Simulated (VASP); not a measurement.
**YB: single point with PBEsol**

The system is YB.

```
Y B
1.0
     0.00000    2.68192    2.68192
     2.68192    0.00000    2.68192
     2.68192    2.68192    0.00000
Y B
1 1
Direct
  0.50000 0.50000 0.50000
  0.00000 0.00000 0.00000
```

```yaml
Program: VASP 6.6.1
Task: single point
Functional: PBEsol
Potentials_or_basis: VASP PAW PBE potentials, release 64 (Y_sv, B)
Cutoff: 520 eV
k_mesh: 10 × 10 × 10
Occupations: gaussian, width 0.05 eV
Spin: no spin polarisation
Dipole_correction: no
Further_INCAR_settings: ALGO = Normal; EDIFF = 1e-06; NBANDS = 14
```

The pressure is -3.5 GPa and the band gap on the k mesh is zero (bands 7 and 8 overlap by 3.04 eV).

Levels at points of the mesh, in eV from the Fermi level:
| k point | band 4 | band 5 | band 6 | band 7 | band 8 | band 9 | band 10 | band 11 |
| --- | --- | --- | --- | --- | --- | --- | --- | --- |
| (0.00, 0.00, 0.00) | -21.07 | -7.26 | 2.61 | 2.61 | 2.61 | 2.64 | 2.64 | 2.64 |
| (0.50, 0.00, 0.00) | -21.11 | -4.41 | -2.95 | -0.43 | -0.43 | 5.39 | 5.39 | 5.93 |
| (0.50, 0.50, 0.00) | -21.21 | -5.56 | -0.71 | 0.31 | 1.55 | 1.55 | 5.24 | 6.29 |

Wall time 22 s on 1 thread of Intel(R) Xeon(R) Platinum 8375C CPU @ 2.90GHz (Ice Lake), on a shared host, peak memory 0.19 GiB.

Caveat: the cell stands under tension; the PAW data sets were made with another functional, which shifts forces and pressure a little.
